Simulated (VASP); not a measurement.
# Mg3CdSe4 (P1) in VASP: relaxation of cell and atoms with PBE

Aim: the relaxation of cell and atoms of Mg3CdSe4 with PBE.

Everything below comes from runs of VASP 6.6.1. Logs are shortened: lines on timing, memory, paths and dates and some standing lists are left out, and cuts for length are marked.

## (1) The cell of the first run

The typed cell holds 8 atoms: a = 5.968 Å, b = 6.058 Å, c = 6.118 Å, α = 90.66°, β = 90.00°, γ = 90.01°.

## (2) Relaxation of cell and atoms, PBE

Contents of INCAR:

```
SYSTEM = Mg3CdSe4
ALGO     = Normal         ! electronic algorithm
EDIFF    = 1E-6           ! SCF threshold, eV
EDIFFG   = -0.025         ! ionic threshold
ENCUT    = 600            ! plane-wave cutoff, eV
GGA      = PE             ! functional
IBRION   = 2              ! ionic algorithm
ISIF     = 3              ! what is computed and relaxed
ISMEAR   = 0              ! smearing method
LASPH    = .True.         ! aspherical terms in the spheres
LCHARG   = .False.        ! write CHGCAR
LREAL    = .False.        ! projectors in reciprocal space
LWAVE    = .False.        ! write WAVECAR
NELM     = 100            ! most SCF steps
NSW      = 80             ! ionic steps
PREC     = Accurate       ! precision mode
SIGMA    = 0.1            ! smearing width, eV
```

Contents of KPOINTS:

```
k-points
0
Gamma
  2 2 2
  0 0 0
```

Contents of POSCAR:

```
Mg3CdSe4
1.0
    5.9680943572     -0.0003239483      0.0002429237
   -0.0003239483      6.0583277769     -0.0348372091
    0.0002429237     -0.0348372091      6.1178783059
Mg Cd Se
3 1 4
Direct
    0.9996013317      0.0015231487      0.5046730335
    1.0054650729      0.5097956952      0.0037932872
    0.5198685207      0.0079692898     -0.0133047419
    0.4897961355      0.5002404776      0.4991813507
    0.7618642582      0.7490741870      0.2448070840
    0.7502545284      0.2383786717      0.7606770013
    0.2360544786      0.7453635401      0.7534948240
    0.2370956740      0.2476549898      0.2466781612
```

Potentials or basis: VASP PAW PBE potentials, release 64 (Mg, Cd, Se).

Started as:

```console
$ cat potpaw_PBE.64/Mg/POTCAR potpaw_PBE.64/Cd/POTCAR potpaw_PBE.64/Se/POTCAR > POTCAR
$ mpirun -np 1 vasp_std > vasp.out
```

OUTCAR:

```text
SYSTEM = Mg3CdSe4
   EDIFF = 1E-6
   EDIFFG = -0.025
   ENCUT = 600
   GGA = PE
   IBRION = 2
   ISIF = 3
   ISMEAR = 0
   LASPH = .True.
   LREAL = .False.
   NELM = 100
   NSW = 80
   PREC = Accurate

 ion  position               nearest neighbor table
   1  1.000  0.002  0.505-   6 2.58   7 2.60   8 2.60   5 2.61
   2  0.005  0.510  0.004-   7 2.51   5 2.52   8 2.59   6 2.68
   3  0.520  0.008  0.987-   6 2.41   5 2.66   7 2.72   8 2.73
   4  0.490  0.500  0.499-   7 2.62   8 2.64   5 2.72   6 2.75
   5  0.762  0.749  0.245-   2 2.52   1 2.61   3 2.66   4 2.72
   6  0.750  0.238  0.761-   3 2.41   1 2.58   2 2.68   4 2.75
   7  0.236  0.745  0.753-   2 2.51   1 2.60   4 2.62   3 2.72
   8  0.237  0.248  0.247-   2 2.59   1 2.60   4 2.64   3 2.73

  LATTYP: Found a triclinic cell.
 ALAT       =     8.5464556728
 B/A-ratio  =     0.6983122126
 C/A-ratio  =     1.0016683556
 COS(alpha) =     0.0000187341
 COS(beta)  =     0.5058025783
 COS(gamma) =     0.6982544302

  Lattice vectors:

 A1 = (   5.9678514335,   0.0345132608,  -6.1176353822)
 A2 = (   5.9680943572,  -0.0003239483,   0.0002429237)
 A3 = (   0.0000810246,  -6.0234905678,  -6.0830410968)

Analysis of symmetry for initial positions (statically):
=====================================================================
 Subroutine PRICEL returns:
 Original cell was already a primitive cell.

 Routine SETGRP: Setting up the symmetry group for a
 triclinic supercell.

 Subroutine GETGRP returns: Found  1 space group operations
 (whereof  1 operations were pure point group operations)
 out of a pool of  2 trial point group operations.

The static configuration has the point symmetry C_1 .

Analysis of symmetry for dynamics (positions and initial velocities):
=====================================================================
 Subroutine PRICEL returns:
 Original cell was already a primitive cell.

 Routine SETGRP: Setting up the symmetry group for a
 triclinic supercell.

 Subroutine GETGRP returns: Found  1 space group operations
 (whereof  1 operations were pure point group operations)
 out of a pool of  2 trial point group operations.

The dynamic configuration has the point symmetry C_1 .

 Subroutine INISYM returns: Found  1 space group operations
 (whereof  1 operations are pure point group operations),
 and found     1 'primitive' translations

----------------------------------------------------------------------------------------

                                     Primitive cell

  volume of cell :     221.1949

  direct lattice vectors                    reciprocal lattice vectors
     5.968094357 -0.000323948  0.000242924     0.167557673  0.000008922 -0.000006602
    -0.000323948  6.058327777 -0.034837209     0.000008922  0.165067455  0.000939948
     0.000242924 -0.034837209  6.117878306    -0.000006602  0.000939948  0.163460712

  length of vectors
     5.968094371  6.058427947  6.117977497     0.167557674  0.165070131  0.163463415

  position of ions in fractional coordinates (direct lattice)
     0.999601332  0.001523149  0.504673033
     0.005465073  0.509795695  0.003793287
     0.519868521  0.007969290  0.986695258
     0.489796136  0.500240478  0.499181351
     0.761864258  0.749074187  0.244807084
     0.750254528  0.238378672  0.760677001
     0.236054479  0.745363540  0.753494824
     0.237095674  0.247654990  0.246678161

  ion indices of the primitive-cell ions
   primitive index   ion index
                 1           1
                 2           2
                 3           3
                 4           4
                 5           5
                 6           6
                 7           7
                 8           8

----------------------------------------------------------------------------------------

 KPOINTS: k-points

Automatic generation of k-mesh.
 Grid dimensions read from file:
 generate k-points for:    2    2    2

 Generating k-lattice:

  Cartesian coordinates                     Fractional coordinates (reciprocal lattice)
     0.083778837  0.000004461 -0.000003301     0.500000000  0.000000000 -0.000000000
     0.000004461  0.082533728  0.000469974     0.000000000  0.500000000  0.000000000
    -0.000003301  0.000469974  0.081730356     0.000000000  0.000000000  0.500000000

  Length of vectors
     0.083778837  0.082535066  0.081731708

  Shift w.r.t. Gamma in fractional coordinates (k-lattice)
     0.000000000  0.000000000  0.000000000

 Subroutine IBZKPT returns following result:
 ===========================================

 Found      8 irreducible k-points:

 Following reciprocal coordinates:
            Coordinates               Weight
  0.000000  0.000000  0.000000      1.000000
  0.500000  0.000000 -0.000000      1.000000
  0.000000  0.500000  0.000000      1.000000
  0.500000  0.500000 -0.000000      1.000000
  0.000000  0.000000  0.500000      1.000000
  0.500000 -0.000000  0.500000      1.000000
  0.000000  0.500000  0.500000      1.000000
  0.500000  0.500000  0.500000      1.000000
   k-points           NKPTS =      8   k-points in BZ     NKDIM =      8   number of bands    NBANDS=     26
   number of dos      NEDOS =    301   number of ions     NIONS =      8
   total plane-waves  NPLWV = 115200
   dimension x,y,z NGX =    48 NGY =   48 NGZ =   50
   dimension x,y,z NGXF=    96 NGYF=   96 NGZF=  100
   ions per type =               3   1   4
   NGX,Y,Z   is equivalent  to a cutoff of  13.37, 13.17, 13.59 a.u.
   NGXF,Y,Z  is equivalent  to a cutoff of  26.74, 26.34, 27.17 a.u.
 SYSTEM =  Mg3CdSe4
   PREC   = accura    normal or accurate (medium, high low for compatibility)
   ISTART =      0    job   : 0-new  1-cont  2-samecut
   ICHARG =      2    charge: 1-file 2-atom 10-const
   ISPIN  =      1    spin polarized calculation?
   LNONCOLLINEAR =      F non collinear calculations
   LSORBIT =      F    spin-orbit coupling
   LASPH  =      T    aspherical Exc in radial PAW
   ENCUT  =  600.0 eV  44.10 Ry    6.64 a.u.  11.92 12.10 12.22*2*pi/ulx,y,z
   NELM   =    100;   NELMIN=  2; NELMDL= -5     # of ELM steps
   EDIFF  = 0.1E-05   stopping-criterion for ELM
   LREAL  =      F    real-space projection
   EDIFFG = -.3E-01   stopping-criterion for IOM
   NSW    =     80    number of steps for IOM
   IBRION =      2    ionic relax: 0-MD 1-quasi-New 2-CG
   NFREE  =      1    steps in history (QN), initial steepest desc. (CG)
   ISIF   =      3    stress and relaxation
   ISYM   =      2    0-nonsym 1-usesym 2-fastsym
   POTIM  = 0.5000    time-step for ionic-motion
   TEBEG  =    0.0;   TEEND  =   0.0 temperature during run
   PSTRESS=    0.0 pullay stress
   NELECT =      42.0000    total number of electrons
   NUPDOWN=      -1.0000    fix difference up-down
   EMIN   =  10.00;   EMAX   =-10.00  energy-range for DOS
   EFERMI =   0.00;   METHOD = LEGACY
   ISMEAR =     0;   SIGMA  =   0.10  broadening in eV -4-tet -1-fermi 0-gaus
   EFERMI_NEDOS =   21; number of points for ismear=-14 and -15
   IALGO  =     38    algorithm
   IMIX   =      4    mixing-type and parameters
     AMIX     =   0.40;   BMIX     =  1.00
     AMIX_MAG =   1.60;   BMIX_MAG =  1.00
  volume/ion in A,a.u.               =      27.65       186.59
  Fermi-wavevector in a.u.,A,eV,Ry     =   0.940949  1.778136 12.046403  0.885386
  Thomas-Fermi vector in A             =   2.068412
   LORBIT       =      0    0 simple, 1 ext, 2 COOP (PROOUT), +10 PAW based schemes
   GGA     = PE    functional components
   LHFCALC =     F    Hartree Fock is set to
   AEXX    =    0.0000 exact exchange contribution
   IVDW    =     0    specifies the selected vdW correction
   LEPSILON=     F    determine dielectric tensor
   LRPA    =     F    only Hartree local field effects (RPA)
 conjugate gradient relaxation of ions
 non-spin polarized calculation
 Gauss-broadening in eV      SIGMA  =   0.10
  energy-cutoff  :      600.00
  volume of cell :      221.19
 maximum number of plane-waves:      7404
 NGX is ok and might be reduce to    48
   NGX = 23   NGY = 25   NGZ = 25

--------------------------------------- Ionic step        1  -------------------------------------------

 number of electron      42.0000002 magnetization

 Free energy of the ion-electron system (eV)
  ---------------------------------------------------
  ext. energy  EPLUGINS =         0.00000000
  ---------------------------------------------------
  free energy    TOTEN  =       -27.72693200 eV

  energy without entropy =      -27.72693200  energy(sigma->0) =      -27.72693200

------------------------ aborting loop because EDIFF is reached ----------------------------------------

  FORCE on cell =-STRESS in cart. coord.  units (eV):
  Direction    XX          YY          ZZ          XY          YZ          ZX
  --------------------------------------------------------------------------------------
  -------------------------------------------------------------------------------------
  Total        0.7444762      0.5718050      0.3275360      0.4929640     -0.3034079     -1.4541929
  in kB        5.3924525      4.1417458      2.3724361      3.5706787     -2.1976700    -10.5331325
  external PRESSURE =       3.9688782 kB  Pullay stress =       0.0000000 kB
[... 107 lines left out ...]
  FREE ENERGIE OF THE ION-ELECTRON SYSTEM (eV)
  ---------------------------------------------------
  free  energy   TOTEN  =       -27.8843540105 eV

  energy  without entropy=      -27.8843540105  energy(sigma->0) =      -27.88435401

[... ionic steps 4 to 9 ...]

--------------------------------------- Ionic step       10  -------------------------------------------

 number of electron      42.0000000 magnetization

------------------------ aborting loop because EDIFF is reached ----------------------------------------

  FORCE on cell =-STRESS in cart. coord.  units (eV):
  Direction    XX          YY          ZZ          XY          YZ          ZX
  --------------------------------------------------------------------------------------
  -------------------------------------------------------------------------------------
  Total        0.0699823      0.0192940      0.0074954      0.0159811     -0.0032893      0.0034569
  in kB        0.5071437      0.1398187      0.0543175      0.1158106     -0.0238368      0.0250516
  external PRESSURE =       0.2337600 kB  Pullay stress =       0.0000000 kB
[... 69 lines left out ...]
  energy  without entropy=      -27.9288944651  energy(sigma->0) =      -27.92889447

--------------------------------------- Ionic step       12  -------------------------------------------

 number of electron      42.0000000 magnetization

 Free energy of the ion-electron system (eV)
  ---------------------------------------------------
  ext. energy  EPLUGINS =         0.00000000
  ---------------------------------------------------
  free energy    TOTEN  =       -27.92921604 eV

  energy without entropy =      -27.92921604  energy(sigma->0) =      -27.92921604

 E-fermi :   1.0209     XC(G=0):  -8.2267

 val. band max:        0.5354922322   @ k =   0.0000   0.0000   0.0000
 cond. band min:       2.4430776179   @ k =   0.0000   0.0000   0.0000
 fundamental gap:      1.9075853858
 Fermi energy:         1.0208527857

 k-point     1 :       0.0000    0.0000    0.0000
  band No.  band energies     occupation
      1     -11.1805      2.00000
      2     -10.5614      2.00000
      3     -10.5590      2.00000
      4     -10.5552      2.00000
      5      -6.5383      2.00000
      6      -6.5380      2.00000
[... 256 lines left out ...]
  FREE ENERGIE OF THE ION-ELECTRON SYSTEM (eV)
  ---------------------------------------------------
  free  energy   TOTEN  =       -27.9292160447 eV

  energy  without entropy=      -27.9292160447  energy(sigma->0) =      -27.92921604

 reached required accuracy - stopping structural energy minimisation
```

It took 11 min on 1 thread of Intel Xeon 8259CL, shared host; peak memory 0.38 GiB.

Results:

- Free energy: -27.9292 eV
- Relaxed volume: 27.67 Å³/atom
- Relaxed cell: a = 6.052 Å, b = 6.048 Å, c = 6.047 Å, α = 89.95°, β = 89.95°, γ = 90.00°
- Space group after relaxing (to 0.1 Å): P-43m (No. 215)
- Energy gained by relaxing: 25.3 meV/atom
- Ionic steps: 12
- Pressure after relaxing: 0.0 GPa
- Largest force after relaxing: 0.024 eV/Å
- Band gap on the k mesh: 1.91 eV

Forces in eV/Å, atoms in the order of the input:
```
Mg   0.009  0.000 -0.008
Mg  -0.004 -0.008 -0.007
Mg  -0.018  0.009  0.010
Cd   0.023  0.006  0.005
Se  -0.005  0.001 -0.005
Se  -0.009 -0.014  0.006
Se   0.002  0.006 -0.001
Se   0.004  0.000  0.000
```

The path:
| step | energy change (eV) | largest force (eV/Å) | pressure (GPa) | volume (Å³) |
| --- | --- | --- | --- | --- |
| 1 | 0.0000 | 1.3537 | 0.40 | 221.19 |
| 2 | -0.1471 | 0.4165 | -0.36 | 223.37 |
| 3 | -0.1574 | 0.3120 | -0.55 | 224.19 |
| 4 | -0.1890 | 0.1370 | -0.01 | 221.26 |
| 5 | -0.1934 | 0.1040 | 0.30 | 219.75 |
| 6 | -0.1980 | 0.0853 | -0.01 | 221.22 |
| 7 | -0.1982 | 0.0997 | -0.11 | 221.72 |
| 8 | -0.2004 | 0.0718 | -0.07 | 221.51 |
| 9 | -0.2012 | 0.0598 | -0.02 | 221.27 |
| 10 | -0.2018 | 0.0320 | 0.02 | 221.09 |
| 11 | -0.2020 | 0.0333 | 0.06 | 220.94 |
| 12 | -0.2023 | 0.0238 | -0.03 | 221.36 |

Final structure:
```yaml
crystal:
  lattice:
    - [6.05211, -0.00043, 0.00311]
    - [0.00004, 6.04827, 0.00267]
    - [0.00202, 0.00265, 6.04731]
  atoms:
    - { symbol: Mg, position: [0.99933, 0.00015, 0.50105] }
    - { symbol: Mg, position: [0.00051, 0.50078, 0.00113] }
    - { symbol: Mg, position: [0.50263, 0.99955, 0.99885] }
    - { symbol: Cd, position: [0.49685, 0.49903, 0.49892] }
    - { symbol: Se, position: [0.75606, 0.75570, 0.24524] }
    - { symbol: Se, position: [0.75657, 0.24626, 0.75552] }
    - { symbol: Se, position: [0.24423, 0.75642, 0.75650] }
    - { symbol: Se, position: [0.24381, 0.24211, 0.24280] }
```

Levels at points of the mesh, in eV from the valence-band top:
```
           k point  band 17  band 18  band 19  band 20  band 21  band 22  band 23  band 24  band 25  band 26
(0.00, 0.00, 0.00)    -1.22    -1.22    -0.01     0.00     0.00     1.91     3.42     3.43     3.43     3.88
(0.50, 0.00, 0.00)    -1.52    -0.80    -0.80    -0.57    -0.56     4.01     4.22     4.86     5.19     5.19
(0.00, 0.50, 0.00)    -1.52    -0.81    -0.80    -0.57    -0.56     4.01     4.22     4.86     5.19     5.20
(0.50, 0.50, 0.00)    -1.51    -0.66    -0.46    -0.37    -0.36     4.21     5.16     5.17     5.25     6.02
(0.00, 0.00, 0.50)    -1.52    -0.80    -0.80    -0.57    -0.57     4.01     4.22     4.86     5.19     5.20
(0.50, 0.00, 0.50)    -1.51    -0.66    -0.45    -0.37    -0.36     4.21     5.16     5.17     5.25     6.02
(0.00, 0.50, 0.50)    -1.51    -0.66    -0.45    -0.36    -0.36     4.21     5.17     5.17     5.25     6.02
(0.50, 0.50, 0.50)    -0.51    -0.51    -0.26    -0.26    -0.25     2.81     3.92     3.93     3.93     6.59
```

Caveat: the k points lie up to 0.52 Å⁻¹ apart in the final cell.
